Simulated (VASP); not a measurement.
# K7NaCl8 in VASP: a series of runs

K7NaCl8 is run at these levels: PBE; tasks: single point.

All numbers are computed with VASP 6.6.1; they aren't measurements. Logs are shortened: lines on timing, memory, paths and dates and some standing lists are left out, and cuts for length are marked.

## 1. The cell of the first run

The cell holds an amorphous packing of atoms, 16 atoms: a = 8.056 Å, b = 8.145 Å, c = 8.139 Å, α = 88.78°, β = 91.06°, γ = 89.26°.

## 2. Single point, PBE

Contents of INCAR:

```
SYSTEM = K7NaCl8
  ALGO = Normal
  EDIFF = 1E-6
  ENCUT = 520
  GGA = PE
  ISIF = 2
  ISMEAR = -1
  ISYM = 0
  LASPH = .TRUE.
  LCHARG = .FALSE.
  LREAL = Auto
  LWAVE = .FALSE.
  NBANDS = 77
  NELM = 100
  PREC = Accurate
  SIGMA = 0.1379
```

Contents of KPOINTS:

```
k-points
0
G
  1 1 1
  0 0 0
```

Contents of POSCAR:

```
K7NaCl8
1.0
    8.0552110000      0.0523980000     -0.0749070000
    0.0523980000      8.1439380000      0.0866740000
   -0.0749070000      0.0866740000      8.1384140000
Na Cl K
1 8 7
Direct
    0.6263633040      0.4261869125      0.8734686723
    0.4252445555      0.5577448720      0.5498462987
   -0.1630479549      0.6395244300      0.7327235290
    0.6948093909      0.7828559336      0.1347715700
   -0.0048050683      0.4012156753      0.2662642991
    0.3631372019      0.0049559008      0.3285735981
    0.7816198891      0.1226164767      0.7077173932
    0.3064393696      0.4480095482      0.8884695070
    0.2218788636      0.9722120225      0.9033338406
    0.1631846210      0.8333237871      0.5840182331
    0.2146074464      0.2827571526      0.5761967758
    0.0605528389      0.6796124564      0.0292526408
    0.6695755976      0.1419865207      0.3307238191
    0.0493361476      0.2550518035     -0.0341185318
    0.7590704039      0.5547868869      0.4073449800
    0.5455048213      0.8486688895      0.7693405131
```

Potentials or basis: VASP PAW PBE potentials, release 64 (Na_pv, Cl, K_sv).

Run with:

```console
$ cat potpaw_PBE.64/Na_pv/POTCAR potpaw_PBE.64/Cl/POTCAR potpaw_PBE.64/K_sv/POTCAR > POTCAR
$ mpirun -np 1 vasp_gam > vasp.out
```

OUTCAR:

```text
SYSTEM = K7NaCl8
   EDIFF = 1E-6
   ENCUT = 520
   GGA = PE
   ISIF = 2
   ISMEAR = -1
   ISYM = 0
   LASPH = .TRUE.
   LREAL = Auto
   NELM = 100
   PREC = Accurate

 ion  position               nearest neighbor table
   1  0.626  0.426  0.873-   8 2.59   3 2.70
   2  0.425  0.558  0.550-  11 2.83  15 2.95  10 3.08  16 3.15
   3  0.837  0.640  0.733-   1 2.70  15 2.81  16 2.91  12 3.01
   4  0.695  0.783  0.135-  15 2.90  12 3.19  16 3.22
   5  0.995  0.401  0.266-  15 2.57  14 2.78  12 3.00  11 3.18
   6  0.363  0.005  0.329-  13 2.72  10 2.99
   7  0.782  0.123  0.708-  16 2.99  13 3.18  14 3.20
   8  0.306  0.448  0.888-   1 2.59  14 2.69  12 2.98  11 2.99
   9  0.222  0.972  0.903-  14 2.74  10 2.89  12 2.91  16 3.01
  10  0.163  0.833  0.584-   9 2.89   6 2.99   2 3.08  16 3.41  11 3.69
  11  0.215  0.283  0.576-   2 2.83   8 2.99   5 3.18  14 3.47  10 3.69
  12  0.061  0.680  0.029-   9 2.91   8 2.98   5 3.00   3 3.01   4 3.19  14 3.51
  13  0.670  0.142  0.331-   6 2.72   7 3.18  15 3.51
  14  0.049  0.255  0.966-   8 2.69   9 2.74   5 2.78   7 3.20  11 3.47  12 3.51
  15  0.759  0.555  0.407-   5 2.57   3 2.81   4 2.90   2 2.95  13 3.51
  16  0.546  0.849  0.769-   3 2.91   7 2.99   9 3.01   2 3.15   4 3.22  10 3.41

IMPORTANT INFORMATION: All symmetrisations will be switched off!
NOSYMM: (Re-)initialisation of all symmetry stuff for point group C_1.

----------------------------------------------------------------------------------------

                                     Primitive cell

  volume of cell :     533.7600

  direct lattice vectors                    reciprocal lattice vectors
     8.055211000  0.052398000 -0.074907000     0.124159224 -0.000811093  0.001151415
     0.052398000  8.143938000  0.086674000    -0.000811093  0.122809937 -0.001315390
    -0.074907000  0.086674000  8.138414000     0.001151415 -0.001315390  0.122898670

  length of vectors
     8.055729692  8.144567765  8.139220225     0.124167212  0.122819659  0.122911103

  position of ions in fractional coordinates (direct lattice)
     0.626363304  0.426186913  0.873468672
     0.425244556  0.557744872  0.549846299
     0.836952045  0.639524430  0.732723529
     0.694809391  0.782855934  0.134771570
     0.995194932  0.401215675  0.266264299
     0.363137202  0.004955901  0.328573598
[... 8 lines left out ...]
     0.759070404  0.554786887  0.407344980
     0.545504821  0.848668889  0.769340513

  ion indices of the primitive-cell ions
   primitive index   ion index
                 1           1
                 2           2
                 3           3
                 4           4
                 5           5
                 6           6
[... 8 lines left out ...]
                15          15
[... 56 lines left out ...]
   ISYM   =      0    0-nonsym 1-usesym 2-fastsym
   POTIM  = 0.5000    time-step for ionic-motion
   TEBEG  =    0.0;   TEEND  =   0.0 temperature during run
   PSTRESS=    0.0 pullay stress
   NELECT =     126.0000    total number of electrons
   NUPDOWN=      -1.0000    fix difference up-down
   EMIN   =  10.00;   EMAX   =-10.00  energy-range for DOS
   EFERMI =   0.00;   METHOD = LEGACY
   ISMEAR =    -1;   SIGMA  =   0.14  broadening in eV -4-tet -1-fermi 0-gaus
   EFERMI_NEDOS =   21; number of points for ismear=-14 and -15
   IALGO  =     38    algorithm
   IMIX   =      4    mixing-type and parameters
     AMIX     =   0.40;   BMIX     =  1.00
     AMIX_MAG =   1.60;   BMIX_MAG =  1.00
  volume/ion in A,a.u.               =      33.36       225.12
  Fermi-wavevector in a.u.,A,eV,Ry     =   1.011773  1.911973 13.928070  1.023684
  Thomas-Fermi vector in A             =   2.144842
   LORBIT       =      0    0 simple, 1 ext, 2 COOP (PROOUT), +10 PAW based schemes
   GGA     = PE    functional components
   LHFCALC =     F    Hartree Fock is set to
   AEXX    =    0.0000 exact exchange contribution
   IVDW    =     0    specifies the selected vdW correction
   LEPSILON=     F    determine dielectric tensor
   LRPA    =     F    only Hartree local field effects (RPA)
 non-spin polarized calculation
  energy-cutoff  :      520.00
  volume of cell :      533.76
 maximum number of plane-waves:      7178
 NGX is ok and might be reduce to    60
   NGX = 29   NGY = 31   NGZ = 31

 number of electron     125.9999993 magnetization

 Free energy of the ion-electron system (eV)
  ---------------------------------------------------
  ext. energy  EPLUGINS =         0.00000000
  ---------------------------------------------------
  free energy    TOTEN  =       -49.35446857 eV

  energy without entropy =      -49.35441536  energy(sigma->0) =      -49.35444197

 E-fermi :   0.5677     XC(G=0):  -7.0483

 val. band max:       -1.1117749953   @ k =   0.0000   0.0000   0.0000
 cond. band min:       2.1990878210   @ k =   0.0000   0.0000   0.0000
 fundamental gap:      3.3108628163
 Fermi energy:         0.5677303940

 k-point     1 :       0.0000    0.0000    0.0000
  band No.  band energies     occupation
      1     -30.1567      2.00000
      2     -29.8962      2.00000
      3     -29.8011      2.00000
      4     -29.4178      2.00000
      5     -29.3164      2.00000
      6     -29.2732      2.00000
[... 67 lines left out ...]
     74       5.7276      0.00000
     75       5.8633      0.00000
 [bands above 75 left out]

------------------------ aborting loop because EDIFF is reached ----------------------------------------

  FORCE on cell =-STRESS in cart. coord.  units (eV):
  Direction    XX          YY          ZZ          XY          YZ          ZX
  --------------------------------------------------------------------------------------
  -------------------------------------------------------------------------------------
  Total        9.4486790      8.7935374      9.0451116     -0.2100863      0.2488905     -3.8306423
  in kB       28.3619219     26.3953957     27.1505414     -0.6306122      0.7470901    -11.4983671
  external PRESSURE =      27.3026197 kB  Pullay stress =       0.0000000 kB

 VOLUME and BASIS-vectors are now :
 -----------------------------------------------------------------------------
  energy-cutoff  :      520.00
  volume of cell :      533.76
      direct lattice vectors                 reciprocal lattice vectors
     8.055211000  0.052398000 -0.074907000     0.124159224 -0.000811093  0.001151415
     0.052398000  8.143938000  0.086674000    -0.000811093  0.122809937 -0.001315390
    -0.074907000  0.086674000  8.138414000     0.001151415 -0.001315390  0.122898670

 POSITION                                       TOTAL-FORCE (eV/Angst)
 -----------------------------------------------------------------------------------
      5.00239      3.57937      7.09867        -0.067666      0.043872     -0.424022
      3.41347      4.61218      4.49137         0.349677      0.305987     -0.663883
      6.72045      5.31561      5.95594         0.681173     -0.323047      0.279481
      5.62776      6.42362      1.11263         0.284454      0.170296     -0.152144
      8.01758      3.34270      2.12720         0.809096     -0.913608     -0.127079
      2.90079      0.08787      2.64730        -0.775191      0.137982      0.584807
[... 8 lines left out ...]
      6.11303      4.59323      3.30637        -1.423127      0.896819      0.484875
      4.38100      7.00677      6.29391         0.047258      0.108417      0.327065
 -----------------------------------------------------------------------------------
    total drift:                               -0.010381     -0.017649     -0.002026

  FREE ENERGIE OF THE ION-ELECTRON SYSTEM (eV)
  ---------------------------------------------------
  free  energy   TOTEN  =       -49.3544685703 eV

  energy  without entropy=      -49.3544153639  energy(sigma->0) =      -49.35444197
```

stdout:

```text
POSCAR found type information on POSCAR NaClK
 POSCAR found :  3 types and      16 ions
 scaLAPACK will be used
 LDA part: xc-table for (Slater+PW92), standard interpolation
 POSCAR, INCAR and KPOINTS ok, starting setup
 FFT: planning ... GRIDC
 FFT: planning ... GRID_SOFT
 FFT: planning ... GRID
 WAVECAR not read
 entering main loop
```

It took 46 s on 1 thread of Intel Xeon 6975P-C (Granite Rapids), shared host; peak memory 0.5 GiB.

Results:

| Quantity | Value |
| --- | --- |
| Free energy | -49.3545 eV |
| Pressure | 2.7 GPa |
| Largest force | 1.751 eV/Å |
| Band gap on the k mesh | 3.31 eV |

Forces on the atoms (eV/Å):
```
Na  -0.068  0.044 -0.424
Cl   0.350  0.306 -0.664
Cl   0.681 -0.323  0.279
Cl   0.284  0.170 -0.152
Cl   0.809 -0.914 -0.127
Cl  -0.775  0.138  0.585
Cl   0.027  0.599 -0.112
Cl   0.439  0.250  0.628
Cl   0.322 -0.209 -0.416
K   -0.321 -0.387 -0.318
K   -0.109 -0.270 -0.355
K   -0.031  0.395  0.275
K    0.457 -0.208 -0.023
K   -0.690 -0.596  0.012
K   -1.423  0.897  0.485
K    0.047  0.108  0.327
```

Stress tensor (GPa, compression positive):
```
 2.84 -0.06 -1.15
-0.06  2.64  0.07
-1.15  0.07  2.72
```

Caveat: the k points lie up to 0.78 Å⁻¹ apart.

(Continued in part 2 of 2.)
